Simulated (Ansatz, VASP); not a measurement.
**Al: VASP beside Ansatz**

```
Al
1.0
     1.41594   -2.45308    0.04213
     1.41594    2.45308    0.04213
    -0.13917    0.00000    4.69359
Al
2
Direct
  0.33334 0.66666 0.75000
  0.66666 0.33334 0.25000
```

Change from the starting cell: the structure that the rattled simple cubic type (Pm-3m, No. 221) fell into.

Alike in both runs: functional PBEsol; k mesh 22 × 22 × 12; occupations gaussian, width 0.1 eV; no spin polarisation.

Ansatz relaxed the structure, and its values are those at the end. VASP's run is a single point on that final structure, the one shown.

```csv
,VASP,Ansatz
version,VASP 6.6.1,Ansatz 0.2.0
potentials or method,"VASP PAW PBE potentials, release 64 (Al), cutoff 520 eV","scalar-relativistic, plane waves, PAW"
valence electrons in the cell,6,6
```

Ansatz gave:

```
gap on the k mesh at the Fermi level (eV) : none
pressure (GPa)                            : 0.0
```

Question: Estimate VASP's values.

Answer: gap on the k mesh at the Fermi level (eV): none; pressure (GPa): 0.1.

VASP's potentials were made for PBE, not for PBEsol. A gap of «none» marks a metal or a gap that the smearing closes.
